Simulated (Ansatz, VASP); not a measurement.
CaCo: VASP beside Ansatz

```xyz
2
Lattice="0.0000 3.1685 3.1685 3.1685 0.0000 3.1685 3.1685 3.1685 0.0000" Properties=species:S:1:pos:R:3 pbc="T T T"
Ca    0.0000    0.0000    0.0000
Co    4.7528    4.7528    4.7528
```

Alike in both runs: functional PBE; k mesh 6 × 6 × 6; occupations gaussian, width 0.1 eV; collinear spin.

Ansatz relaxed the structure, and its values are those at the end. VASP's run is a single point on that final structure, the one shown.

|  | VASP | Ansatz |
| --- | --- | --- |
| version | VASP 6.6.1 | Ansatz 0.2.0 |
| potentials or method | VASP PAW PBE potentials, release 64 (Ca_sv, Co), cutoff 520 eV | scalar-relativistic, plane waves, PAW |
| valence electrons in the cell | 19 | 27 |

|  | VASP | Ansatz | Ansatz less VASP |
| --- | --- | --- | --- |
| gap on the k mesh at the Fermi level (eV) | none | none | - |
| pressure (GPa) | 1.2 | 0.1 | -1.12 |
| net moment per atom (μB) | 0.55 | 0.53 | -0.014 |
| size of the moment on the site where the two differ most (μB) | 1.43 | 1.40 | -0.029 |

Site moments also hang on the region over which each program counts them. A gap of «none» marks a metal or a gap that the smearing closes. With one functional, cell and mesh, what is left measures potentials, basis and numerics. VASP's potentials hold 19 valence electrons a cell and Ansatz's 27, so a difference there can come from the potentials and not from the codes.
